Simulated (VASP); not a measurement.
# BaTiO3 in VASP: further runs

BaTiO3 is run at these levels: PBEsol+U, PBEsol, PBE; tasks: single point.

Program: VASP 6.6.1. These are calculated values, not measurements. Logs are shortened: lines on timing, memory, paths and dates and some standing lists are left out, and cuts for length are marked.

## (1) The cell of the first run

It takes space group Amm2 (No. 38, orthorhombic). The conventional cell has a = 3.986 Å, b = 5.674 Å, c = 5.690 Å, α = 90.00°, β = 90.00°, γ = 90.00°. Ba (site symmetry mm2) has 12 O at 2.77 to 2.92 Å and 8 Ti at 3.42 to 3.53 Å within 3.7 Å. Ti (site symmetry mm2) has 6 O at 1.93 to 2.09 Å within 2.6 Å. O (site symmetry m) has 2 Ti at 1.93 to 2.09 Å within 2.6 Å. O (site symmetry mm2) has 2 Ti at 2.00 Å within 2.6 Å.

## (2) Single point, PBEsol+U

INCAR reads:

```
ALGO     = Normal         # electronic algorithm
EDIFF    = 1E-6           # SCF threshold, eV
ENCUT    = 910            # plane-wave cutoff, eV
GGA      = PS             # functional
GGA_COMPAT= False        
ISIF     = 2              # what is computed and relaxed
ISMEAR   = -1             # smearing method
LASPH    = True           # aspherical terms in the spheres
LCHARG   = False          # write CHGCAR
LDAU     = True           # DFT+U
LDAUJ    = 0 0 0        
LDAUL    = -1 2 -1        # shell
LDAUPRINT= 1            
LDAUTYPE = 2            
LDAUU    = 0 3 0          # U, eV
LMAXMIX  = 4              # l up to which the mixer works
LREAL    = False          # projectors in reciprocal space
LWAVE    = False          # write WAVECAR
NBANDS   = 28             # bands
NELM     = 200            # most SCF steps
PREC     = Accurate       # precision mode
SIGMA    = 0.05           # smearing width, eV
```

KPOINTS reads:

```
k-points
0
Gamma
  7 7 7
```

POSCAR reads:

```
BaTiO3
1.0
    3.9855000000      0.0000000000      0.0000000000
    0.0000000000      2.8369000000      2.8451500000
    0.0000000000     -2.8369000000      2.8451500000
Ba Ti O
1 1 3
Direct
    0.0000000000      0.0000000000      0.0000000000
    0.5000000000      0.5124000000      0.5124000000
    0.5000000000      0.9918400000      0.5052400000
    0.5000000000      0.5052400000      0.9918400000
    0.0000000000      0.4874000000      0.4874000000
```

Potentials or basis: VASP PAW PBE potentials, release 64 (Ba_sv, Ti_sv, O_h).

Run with:

```
$ cat potpaw_PBE.64/Ba_sv/POTCAR potpaw_PBE.64/Ti_sv/POTCAR potpaw_PBE.64/O_h/POTCAR > POTCAR
$ mpirun -np 1 vasp_std > vasp.out
```

OUTCAR:

```text
EDIFF = 1E-6
   ENCUT = 910
   GGA = PS
   ISIF = 2
   ISMEAR = -1
   LASPH = True
   LREAL = False
   NELM = 200
   PREC = Accurate

 ion  position               nearest neighbor table
   1  0.000  0.000  0.000-   5 2.77   4 2.81   3 2.81   3 2.81   4 2.81   5 2.84   5 2.84   4 2.84
                             3 2.84   3 2.84   4 2.84   5 2.92   2 3.42   2 3.42   2 3.47   2 3.47
   2  0.500  0.512  0.512-   3 1.93   4 1.93   5 2.00   5 2.00   3 2.09   4 2.09   1 3.42   1 3.42
                             1 3.47   1 3.47   1 3.47   1 3.47   1 3.53   1 3.53
   3  0.500  0.992  0.505-   2 1.93   2 2.09   1 2.81   1 2.81   1 2.84   1 2.84
   4  0.500  0.505  0.992-   2 1.93   2 2.09   1 2.81   1 2.81   1 2.84   1 2.84
   5  0.000  0.487  0.487-   2 2.00   2 2.00   1 2.77   1 2.84   1 2.84   1 2.92

  LATTYP: Found a base centered orthorhombic cell.
 ALAT       =     5.6738000000
 B/A-ratio  =     1.0029081039
 C/A-ratio  =     0.7024392823

  Lattice vectors:

 A1 = (   0.0000000000,   2.8369000000,  -2.8451500000)
 A2 = (   0.0000000000,   2.8369000000,   2.8451500000)
 A3 = (   3.9855000000,   0.0000000000,   0.0000000000)

Analysis of symmetry for initial positions (statically):
=====================================================================
 Subroutine PRICEL returns:
 Original cell was already a primitive cell.

 Routine SETGRP: Setting up the symmetry group for a
 base centered orthorhombic supercell.

 Subroutine GETGRP returns: Found  4 space group operations
 (whereof  4 operations were pure point group operations)
 out of a pool of  8 trial point group operations.

The static configuration has the point symmetry C_2v.

Analysis of symmetry for dynamics (positions and initial velocities):
=====================================================================
 Subroutine PRICEL returns:
 Original cell was already a primitive cell.

 Routine SETGRP: Setting up the symmetry group for a
 base centered orthorhombic supercell.

 Subroutine GETGRP returns: Found  4 space group operations
 (whereof  4 operations were pure point group operations)
 out of a pool of  8 trial point group operations.

The dynamic configuration has the point symmetry C_2v.

[... 150 lines left out ...]
spin component  1

  0.1119  0.0000  0.0000  0.0000  0.0000
  0.0000  0.2433  0.0000  0.0000  0.0000
  0.0000  0.0000  0.1427  0.0000 -0.0547
  0.0000  0.0000  0.0000  0.1134  0.0000
  0.0000  0.0000 -0.0547  0.0000  0.2101

spin component  2

  0.1119  0.0000  0.0000  0.0000  0.0000
  0.0000  0.2433  0.0000  0.0000  0.0000
  0.0000  0.0000  0.1427  0.0000 -0.0547
  0.0000  0.0000  0.0000  0.1134  0.0000
  0.0000  0.0000 -0.0547  0.0000  0.2101

 occupancies and eigenvectors

  o =  0.1119  v =  1.0000  0.0000  0.0000  0.0000  0.0000  0.0000  0.0000  0.0000  0.0000  0.0000      0.0000  0.0000  0.0000  0.0000  0.0000  0.0000  0.0000  0.0000  0.0000  0.0000
  o =  0.1119  v =  0.0000  0.0000  0.0000  0.0000  0.0000  1.0000  0.0000  0.0000  0.0000  0.0000      0.0000  0.0000  0.0000  0.0000  0.0000  0.0000  0.0000  0.0000  0.0000  0.0000
  o =  0.1122  v =  0.0000  0.0000 -0.8732  0.0000 -0.4874  0.0000  0.0000  0.0000  0.0000  0.0000      0.0000  0.0000  0.0000  0.0000  0.0000  0.0000  0.0000  0.0000  0.0000  0.0000
  o =  0.1122  v =  0.0000  0.0000  0.0000  0.0000  0.0000  0.0000  0.0000 -0.8732  0.0000 -0.4874      0.0000  0.0000  0.0000  0.0000  0.0000  0.0000  0.0000  0.0000  0.0000  0.0000
  o =  0.1134  v =  0.0000  0.0000  0.0000  1.0000  0.0000  0.0000  0.0000  0.0000  0.0000  0.0000      0.0000  0.0000  0.0000  0.0000  0.0000  0.0000  0.0000  0.0000  0.0000  0.0000
  o =  0.1134  v =  0.0000  0.0000  0.0000  0.0000  0.0000  0.0000  0.0000  0.0000  1.0000  0.0000      0.0000  0.0000  0.0000  0.0000  0.0000  0.0000  0.0000  0.0000  0.0000  0.0000
  o =  0.2406  v =  0.0000  0.0000  0.0000  0.0000  0.0000  0.0000  0.0000 -0.4874  0.0000  0.8732      0.0000  0.0000  0.0000  0.0000  0.0000  0.0000  0.0000  0.0000  0.0000  0.0000
  o =  0.2406  v =  0.0000  0.0000 -0.4874  0.0000  0.8732  0.0000  0.0000  0.0000  0.0000  0.0000      0.0000  0.0000  0.0000  0.0000  0.0000  0.0000  0.0000  0.0000  0.0000  0.0000
  o =  0.2433  v =  0.0000  0.0000  0.0000  0.0000  0.0000  0.0000  1.0000  0.0000  0.0000  0.0000      0.0000  0.0000  0.0000  0.0000  0.0000  0.0000  0.0000  0.0000  0.0000  0.0000
  o =  0.2433  v =  0.0000  1.0000  0.0000  0.0000  0.0000  0.0000  0.0000  0.0000  0.0000  0.0000      0.0000  0.0000  0.0000  0.0000  0.0000  0.0000  0.0000  0.0000  0.0000  0.0000

 number of electron      40.0000000 magnetization

 Free energy of the ion-electron system (eV)
  ---------------------------------------------------
  ext. energy  EPLUGINS =         0.00000000
  ---------------------------------------------------
  free energy    TOTEN  =       -39.93784098 eV

  energy without entropy =      -39.93784098  energy(sigma->0) =      -39.93784098

 E-fermi :   5.1802     XC(G=0): -11.5044

 val. band max:        4.0485769066   @ k =   0.4286   0.4286   0.4286
 cond. band min:       6.2618928493   @ k =   0.0000   0.0000   0.0000
 fundamental gap:      2.2133159427
 Fermi energy:         5.1802384648

 k-point     1 :       0.0000    0.0000    0.0000
  band No.  band energies     occupation
      1     -52.9925      2.00000
      2     -29.2938      2.00000
      3     -29.2933      2.00000
      4     -29.2780      2.00000
      5     -20.6538      2.00000
      6     -12.7271      2.00000
[... 733 lines left out ...]
     27      12.3464      0.00000
     28      12.5099      0.00000

 [... further k-points ...]
[... 5 lines left out ...]
  --------------------------------------------------------------------------------------
  -------------------------------------------------------------------------------------
  Total        0.0558452      0.1205345     -0.1434356      0.0000000      0.0000000      0.0000000
  in kB        1.3907043      3.0016486     -3.5719521      0.0000000      0.0000000      0.0000000
  external PRESSURE =       0.2734669 kB  Pullay stress =       0.0000000 kB

 VOLUME and BASIS-vectors are now :
 -----------------------------------------------------------------------------
  energy-cutoff  :      910.00
  volume of cell :       64.34
      direct lattice vectors                 reciprocal lattice vectors
     3.985500000  0.000000000  0.000000000     0.250909547  0.000000000  0.000000000
     0.000000000  2.836900000  2.845150000     0.000000000  0.176248722  0.175737659
     0.000000000 -2.836900000  2.845150000     0.000000000 -0.176248722  0.175737659

 POSITION                                       TOTAL-FORCE (eV/Angst)
 -----------------------------------------------------------------------------------
      0.00000      0.00000      0.00000         0.000000      0.000000      0.163835
      1.99275      0.00000      2.91571         0.000000      0.000000     -0.253130
      1.99275      1.38044      4.25942         0.000000      0.180880     -0.071278
      1.99275     -1.38044      4.25942         0.000000     -0.180880     -0.071278
      0.00000      0.00000      2.77345         0.000000      0.000000      0.231850
 -----------------------------------------------------------------------------------
    total drift:                                0.000000     -0.000001     -0.001418

  FREE ENERGIE OF THE ION-ELECTRON SYSTEM (eV)
  ---------------------------------------------------
  free  energy   TOTEN  =       -39.9378409804 eV

  energy  without entropy=      -39.9378409804  energy(sigma->0) =      -39.93784098
```

OSZICAR:

```text
N       E                     dE             d eps       ncg     rms          rms(c)
DAV:   1     0.594038624278E+03    0.59404E+03   -0.28490E+04  3584   0.234E+03
DAV:   2     0.602708503515E+02   -0.53377E+03   -0.50935E+03  3760   0.548E+02
DAV:   3    -0.442491497760E+02   -0.10452E+03   -0.99177E+02  5472   0.190E+02
DAV:   4    -0.506264426789E+02   -0.63773E+01   -0.63457E+01  4684   0.467E+01
DAV:   5    -0.509036751255E+02   -0.27723E+00   -0.27696E+00  5640   0.889E+00    0.233E+01
DAV:   6    -0.398801498312E+02    0.11024E+02   -0.51823E+01  5476   0.658E+01    0.916E+00
DAV:   7    -0.400267148027E+02   -0.14656E+00   -0.73718E+00  4920   0.164E+01    0.605E+00
DAV:   8    -0.399828579893E+02    0.43857E-01   -0.15160E+00  4564   0.112E+01    0.236E+00
DAV:   9    -0.399495024533E+02    0.33356E-01   -0.26238E-01  4592   0.456E+00    0.107E+00
DAV:  10    -0.399562280950E+02   -0.67256E-02   -0.15570E-01  4460   0.232E+00    0.116E+00
DAV:  11    -0.399382846853E+02    0.17943E-01   -0.89009E-02  5220   0.250E+00    0.237E-01
DAV:  12    -0.399379187984E+02    0.36589E-03   -0.52642E-03  4236   0.616E-01    0.103E-01
DAV:  13    -0.399378485908E+02    0.70208E-04   -0.96293E-04  4808   0.181E-01    0.489E-02
DAV:  14    -0.399378425747E+02    0.60161E-05   -0.10813E-04  5104   0.966E-02    0.156E-02
DAV:  15    -0.399378425157E+02    0.58993E-07   -0.10526E-05  4420   0.285E-02    0.157E-02
DAV:  16    -0.399378411150E+02    0.14007E-05   -0.76011E-06  4736   0.261E-02    0.501E-03
DAV:  17    -0.399378409804E+02    0.13458E-06   -0.22430E-06  3148   0.888E-03
   1 F= -.39937841E+02 E0= -.39937841E+02  d E =-.343081E-10
```

stdout:

```text
POSCAR found type information on POSCAR BaTiO
 POSCAR found :  3 types and       5 ions
 scaLAPACK will be used
 -----------------------------------------------------------------------------
|                                                                             |
|                                                                             |
|     You enforced a specific xc type in the INCAR file but a different       |
|     I HOPE YOU KNOW WHAT YOU ARE DOING!                                     |
|                                                                             |
 -----------------------------------------------------------------------------

 LDA part: xc-table for (Slater+PW92), standard interpolation
 POSCAR, INCAR and KPOINTS ok, starting setup
 FFT: planning ... GRIDC
 FFT: planning ... GRID_SOFT
 FFT: planning ... GRID
 WAVECAR not read
 entering main loop
```

Run time: 4.1 min. Hardware: 1 thread of Intel Xeon Platinum 8259CL at 2.50GHz (Skylake/Cascade Lake), shared host; peak memory 0.43 GiB.

What came out:

- Free energy: -39.9378 eV
- Pressure: 0.0 GPa
- Largest force: 0.253 eV/Å
- Band gap on the k mesh: 2.21 eV (least direct gap 2.37 eV)

Forces in eV/Å, atoms in the order of the input:
```
Ba   0.000  0.000  0.164
Ti   0.000  0.000 -0.253
O    0.000  0.181 -0.071
O    0.000 -0.181 -0.071
O    0.000  0.000  0.232
```

Eigenvalues of the final occupation matrices:
```
    site  spin  trace               eigenvalues
site 2 d     1   0.82  0.11 0.11 0.11 0.24 0.24
site 2 d     2   0.82  0.11 0.11 0.11 0.24 0.24
```

Caveat: the PAW data sets were made with another functional, which shifts forces and pressure a little; spin-orbit coupling is left out, which moves the levels of the heavy elements.

## (3) Single point, PBEsol (atoms moved at random)

INCAR reads:

```
SYSTEM = BaTiO3
PREC = Accurate
ENCUT = 520
EDIFF = 1E-6
ISMEAR = -1
SIGMA = 0.05
LREAL = .FALSE.
LASPH = .TRUE.
NELM = 100
ALGO = Normal
ISIF = 2
LWAVE = .FALSE.
LCHARG = .TRUE.
GGA = PS
LELF = .TRUE.
LVHAR = .TRUE.
NBANDS = 28
```

KPOINTS reads:

```
Automatic mesh
0
G
  7 7 7
  0 0 0
```

POSCAR reads:

```
BaTiO3
1.0
    3.9855000000      0.0000000000      0.0000000000
    0.0000000000      2.8369000000      2.8451500000
    0.0000000000     -2.8369000000      2.8451500000
Ba Ti O
1 1 3
Direct
    0.0005220000     -0.0001460000      0.0060690000
    0.5039280000      0.5132700000      0.5199710000
    0.5003990000      0.9771650000      0.5031310000
    0.5168270000      0.5021070000      1.0096530000
    0.0052460000      0.4897220000      0.5025510000
```

Potentials or basis: VASP PAW PBE potentials, release 64 (Ba_sv, Ti_sv, O).

Run with:

```
$ cat potpaw_PBE.64/Ba_sv/POTCAR potpaw_PBE.64/Ti_sv/POTCAR potpaw_PBE.64/O/POTCAR > POTCAR
$ mpirun -np 1 vasp_std > vasp.out
```

OUTCAR:

```text
SYSTEM = BaTiO3
   PREC = Accurate
   ENCUT = 520
   EDIFF = 1E-6
   ISMEAR = -1
   LREAL = .FALSE.
   LASPH = .TRUE.
   NELM = 100
   ISIF = 2
   GGA = PS

 ion  position               nearest neighbor table
   1  0.001  1.000  0.006-   4 2.78   4 2.79   5 2.81   5 2.82   3 2.82   3 2.82   3 2.84   3 2.84
                             5 2.86   4 2.87   4 2.88   5 2.88   2 3.40   2 3.42   2 3.46   2 3.46
   2  0.504  0.513  0.520-   3 1.86   4 1.97   5 1.99   5 2.00   4 2.05   3 2.16   1 3.40   1 3.42
                             1 3.46   1 3.46   1 3.47   1 3.48   1 3.53   1 3.55
[... 953 lines left out ...]
  -------------------------------------------------------------------------------------
  Total       -0.6299094     -0.5335765     -0.6105958      0.0178113      0.4962123     -0.0108612
  in kB      -15.6865232    -13.2875616    -15.2055600      0.4435520     12.3570878     -0.2704740
  external PRESSURE =     -14.7265483 kB  Pullay stress =       0.0000000 kB

 VOLUME and BASIS-vectors are now :
 -----------------------------------------------------------------------------
  energy-cutoff  :      520.00
  volume of cell :       64.34
      direct lattice vectors                 reciprocal lattice vectors
     3.985500000  0.000000000  0.000000000     0.250909547  0.000000000  0.000000000
     0.000000000  2.836900000  2.845150000     0.000000000  0.176248722  0.175737659
     0.000000000 -2.836900000  2.845150000     0.000000000 -0.176248722  0.175737659

 POSITION                                       TOTAL-FORCE (eV/Angst)
 -----------------------------------------------------------------------------------
      0.00208      2.81927      2.86200         0.120124     -0.094849      0.169795
      2.00841     -0.01901      2.93973        -0.039426      0.194088      0.079955
      1.99434      1.34479      4.21166         0.059718      0.048682      0.285693
      2.05981      1.39704      1.45603        -0.261159      0.076960     -0.574318
      0.02091     -0.03639      2.82317         0.120742     -0.224881      0.038875
 -----------------------------------------------------------------------------------
    total drift:                                0.000675     -0.000402      0.000399

  FREE ENERGIE OF THE ION-ELECTRON SYSTEM (eV)
  ---------------------------------------------------
  free  energy   TOTEN  =       -41.9645374575 eV

  energy  without entropy=      -41.9645374570  energy(sigma->0) =      -41.96453746
```

OSZICAR:

```text
N       E                     dE             d eps       ncg     rms          rms(c)
DAV:   1     0.434517100372E+03    0.43452E+03   -0.20845E+04  9632   0.155E+03
DAV:   2    -0.564926687455E+01   -0.44017E+03   -0.41929E+03 11008   0.428E+02
DAV:   3    -0.499920200298E+02   -0.44343E+02   -0.43924E+02 13380   0.134E+02
DAV:   4    -0.520974504353E+02   -0.21054E+01   -0.21008E+01 14728   0.249E+01
DAV:   5    -0.521572824460E+02   -0.59832E-01   -0.59821E-01 13136   0.330E+00    0.229E+01
DAV:   6    -0.422282987726E+02    0.99290E+01   -0.52770E+01 14364   0.659E+01    0.987E+00
DAV:   7    -0.421358667189E+02    0.92432E-01   -0.94295E+00 13104   0.221E+01    0.686E+00
DAV:   8    -0.419579910528E+02    0.17788E+00   -0.84378E-01 11928   0.857E+00    0.280E+00
DAV:   9    -0.419871780715E+02   -0.29187E-01   -0.22384E-01 13188   0.322E+00    0.137E+00
DAV:  10    -0.419651720318E+02    0.22006E-01   -0.12013E-01 11320   0.365E+00    0.268E-01
DAV:  11    -0.419646748026E+02    0.49723E-03   -0.48390E-03 12164   0.551E-01    0.704E-02
DAV:  12    -0.419645723753E+02    0.10243E-03   -0.30488E-04 12096   0.136E-01    0.453E-02
DAV:  13    -0.419645404428E+02    0.31933E-04   -0.27920E-04 11864   0.170E-01    0.240E-02
DAV:  14    -0.419645376650E+02    0.27778E-05   -0.46896E-05 12392   0.508E-02    0.752E-03
DAV:  15    -0.419645374575E+02    0.20747E-06   -0.64946E-06 12256   0.207E-02
   1 F= -.41964537E+02 E0= -.41964537E+02  d E =-.501310E-09
```

stdout:

```text
POSCAR found type information on POSCAR BaTiO
 POSCAR found :  3 types and       5 ions
 scaLAPACK will be used
 -----------------------------------------------------------------------------
|                                                                             |
|                                                                             |
|     You enforced a specific xc type in the INCAR file but a different       |
|     I HOPE YOU KNOW WHAT YOU ARE DOING!                                     |
|                                                                             |
 -----------------------------------------------------------------------------

 LDA part: xc-table for (Slater+PW92), standard interpolation
 POSCAR, INCAR and KPOINTS ok, starting setup
 FFT: planning ... GRIDC
 FFT: planning ... GRID_SOFT
 FFT: planning ... GRID
 WAVECAR not read
 entering main loop
```

Wall time 7.3 min (1 thread of Intel Xeon 8259CL, shared host); peak memory 0.41 GiB.

What came out:

| Property | Result |
| --- | --- |
| Free energy | -41.9645 eV |
| Pressure | -1.5 GPa |
| Largest force | 0.636 eV/Å |
| Band gap on the k mesh | 1.90 eV (least direct gap 2.09 eV) |

Forces on the atoms (eV/Å):
```
Ba   0.120 -0.095  0.170
Ti  -0.039  0.194  0.080
O    0.060  0.049  0.286
O   -0.261  0.077 -0.574
O    0.121 -0.225  0.039
```

Stress tensor (GPa, compression positive):
```
-1.57  0.04 -0.03
 0.04 -1.33  1.24
-0.03  1.24 -1.52
```

Caveat: the cell differs from its parent crystal (atoms moved at random); the PAW data sets were made with another functional, which shifts forces and pressure a little; spin-orbit coupling is left out, which moves the levels of the heavy elements.

(Continued in part 2 of 2.)
